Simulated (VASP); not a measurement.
# BiTe (Fm-3m) in VASP: a series of runs, part 2 of 2

VASP 6.6.1. Earlier steps stand in the parts before.

## (3) Single point, HSE06

This run uses another cell than the first one, of 32.50 Å³/atom.

The input, POSCAR:

```
BiTe
1.0
    0.0000000000      3.1912784242      3.1912784242
    3.1912784242      0.0000000000      3.1912784242
    3.1912784242      3.1912784242      0.0000000000
Bi Te
1 1
Direct
    0.0000000000      0.0000000000      0.0000000000
    0.5000000000      0.5000000000      0.5000000000
```

The input, INCAR.step1:

```
PREC = Accurate ; ENCUT = 520
EDIFF = 1E-5 ; ISMEAR = -1
SIGMA = 0.05 ; LREAL = F
LASPH = T ; NELM = 60
ALGO = Normal ; ISIF = 2
LWAVE = T ; NBANDS = 18
GGA = PE
```

The input, INCAR.step2:

```
PREC = Accurate ; ENCUT = 520
EDIFF = 1E-7 ; ISMEAR = -1
SIGMA = 0.05 ; LREAL = F
LASPH = T ; NELM = 60
ALGO = Normal ; ISIF = 2
LWAVE = F ; LCHARG = T
GGA = PE ; LHFCALC = T
HFSCREEN = 0.2079 ; PRECFOCK = Normal
LELF = T ; LVHAR = T
NBANDS = 18 ; ISTART = 1
```

The input, KPOINTS:

```
regular mesh
0
Gamma
  4 4 4
```

Potentials or basis: VASP PAW PBE potentials, release 64 (Bi_d, Te).

The run is started by

```bash
$ cat potpaw_PBE.64/Bi_d/POTCAR potpaw_PBE.64/Te/POTCAR > POTCAR
$ cp INCAR.step1 INCAR
$ mpirun -np 1 vasp_std > vasp.out
$ cp INCAR.step2 INCAR
$ mpirun -np 1 vasp_std > vasp.out
```

OUTCAR:

```text
PREC = Accurate
   ENCUT = 520
   EDIFF = 1E-7
   ISMEAR = -1
   LREAL = F
   LASPH = T
   NELM = 60
   ISIF = 2
   GGA = PE
   LHFCALC = T
   HFSCREEN = 0.2079
   PRECFOCK = Normal
   ISTART = 1

 ion  position               nearest neighbor table
   1  0.000  0.000  0.000-   2 3.19   2 3.19   2 3.19   2 3.19   2 3.19   2 3.19
   2  0.500  0.500  0.500-   1 3.19   1 3.19   1 3.19   1 3.19   1 3.19   1 3.19

  LATTYP: Found a face centered cubic cell.
 ALAT       =     6.3825568484

  Lattice vectors:

 A1 = (   0.0000000000,   3.1912784242,   3.1912784242)
 A2 = (   3.1912784242,   0.0000000000,   3.1912784242)
 A3 = (   3.1912784242,   3.1912784242,   0.0000000000)

Analysis of symmetry for initial positions (statically):
=====================================================================
 Subroutine PRICEL returns:
 Original cell was already a primitive cell.

 Routine SETGRP: Setting up the symmetry group for a
 face centered cubic supercell.
[... 152 lines left out ...]
  ext. energy  EPLUGINS =         0.00000000
  ---------------------------------------------------
  free energy    TOTEN  =        -8.66605036 eV

  energy without entropy =       -8.65380022  energy(sigma->0) =       -8.65992529

 E-fermi :   7.0785     XC(G=0):  -8.0127

 val. band max:        6.9082860953   @ k =  -0.2500   0.2500   0.0000
 cond. band min:       7.1476685648   @ k =  -0.2500   0.2500   0.0000
 fundamental gap:      0.2393824694
 Fermi energy:         7.0784612731

 k-point     1 :       0.0000    0.0000    0.0000
  band No.  band energies     occupation
      1     -18.2945      2.00000
      2     -18.2945      2.00000
      3     -18.2836      2.00000
      4     -18.2836      2.00000
      5     -18.2836      2.00000
      6      -8.2689      2.00000
[... 145 lines left out ...]
      5     -18.2705      2.00000
      6      -5.5636      2.00000
[... 10 lines left out ...]
     17      17.5928      0.00000
     18      18.6152      0.00000

------------------------ aborting loop because EDIFF is reached ----------------------------------------

  FORCE on cell =-STRESS in cart. coord.  units (eV):
  Direction    XX          YY          ZZ          XY          YZ          ZX
  --------------------------------------------------------------------------------------
  -------------------------------------------------------------------------------------
  Total        0.2541135      0.2541135      0.2541135     -0.0000000     -0.0000000      0.0000000
  in kB        6.2634594      6.2634594      6.2634594     -0.0000000     -0.0000000      0.0000000
  external PRESSURE =       6.2634594 kB  Pullay stress =       0.0000000 kB

 VOLUME and BASIS-vectors are now :
 -----------------------------------------------------------------------------
  energy-cutoff  :      520.00
  volume of cell :       65.00
      direct lattice vectors                 reciprocal lattice vectors
     0.000000000  3.191278424  3.191278424    -0.156677022  0.156677022  0.156677022
     3.191278424  0.000000000  3.191278424     0.156677022 -0.156677022  0.156677022
     3.191278424  3.191278424  0.000000000     0.156677022  0.156677022 -0.156677022

 POSITION                                       TOTAL-FORCE (eV/Angst)
 -----------------------------------------------------------------------------------
      0.00000      0.00000      0.00000         0.000000      0.000000      0.000000
      3.19128      3.19128      3.19128        -0.000000      0.000000     -0.000000
 -----------------------------------------------------------------------------------
    total drift:                                0.000000      0.000001      0.000001

  FREE ENERGIE OF THE ION-ELECTRON SYSTEM (eV)
  ---------------------------------------------------
  free  energy   TOTEN  =        -8.6660503647 eV

  energy  without entropy=       -8.6538002161  energy(sigma->0) =       -8.65992529
```

OSZICAR.step1:

```text
N       E                     dE             d eps       ncg     rms          rms(c)
DAV:   1     0.162035106528E+03    0.16204E+03   -0.99616E+03   288   0.117E+03
DAV:   2     0.485313070996E+01   -0.15718E+03   -0.15322E+03   316   0.319E+02
DAV:   3    -0.686075441819E+01   -0.11714E+02   -0.11603E+02   344   0.885E+01
DAV:   4    -0.718120210532E+01   -0.32045E+00   -0.32019E+00   344   0.159E+01
DAV:   5    -0.719497228506E+01   -0.13770E-01   -0.13769E-01   412   0.319E+00    0.609E+00
DAV:   6    -0.717692629553E+01    0.18046E-01   -0.65229E-02   408   0.163E+00    0.369E+00
DAV:   7    -0.718117000006E+01   -0.42437E-02   -0.21171E-02   330   0.775E-01    0.494E-01
DAV:   8    -0.718111144487E+01    0.58555E-04   -0.33280E-03   392   0.389E-01    0.108E-01
DAV:   9    -0.718123531088E+01   -0.12387E-03   -0.32267E-04   336   0.104E-01    0.387E-02
DAV:  10    -0.718123818399E+01   -0.28731E-05   -0.69111E-06   264   0.167E-02
   1 F= -.71812382E+01 E0= -.71719088E+01  d E =-.186588E-01
```

Run time: 27 min. Hardware: 1 thread of Intel Xeon Platinum 8259CL at 2.50GHz (Skylake/Cascade Lake), shared host; peak memory 0.32 GiB.

Results:

```
Free energy            : -8.6661 eV
Pressure               : 0.6 GPa
Band gap on the k mesh : zero (an odd number of electrons rules out a gap without spin polarisation)
```

Caveat: the k points lie up to 0.43 Å⁻¹ apart, too coarse for converged energies and pressures of a metal; the PAW data sets were made with another functional, which shifts forces and pressure a little; spin-orbit coupling is left out, which moves the levels of the heavy elements.

The gap in the log of VASP goes by the Fermi energy; the results here count the filled bands.